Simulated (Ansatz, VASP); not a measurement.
**Bi: VASP beside Ansatz**

```
Bi
1.0
    -1.98143    1.98143    1.98143
     1.98143   -1.98143    1.98143
     1.98143    1.98143   -1.98143
Bi
1
Direct
  0.00000 0.00000 0.00000
```

Alike in both runs: task single point; functional r2SCAN; k mesh 6 × 6 × 6; occupations gaussian, width 0.1 eV; no spin polarisation.

```csv
,VASP,Ansatz
version,VASP 6.6.1,Ansatz 0.2.0
potentials or method,"VASP PAW PBE potentials, release 64 (Bi_d), cutoff 550 eV","scalar-relativistic, plane waves, PAW"
valence electrons in the cell,15,15
```

|  | VASP | Ansatz | Ansatz less VASP |
| --- | --- | --- | --- |
| gap on the k mesh at the Fermi level (eV) | none | none | - |
| pressure (GPa) | 0.4 | 0.4 | +0.04 |

VASP's potentials were made for PBE, not for r2SCAN. A gap of «none» marks a metal or a gap that the smearing closes.

The k mesh is coarse, so the values compare programs but aren't converged. Neither program's run includes spin-orbit coupling.
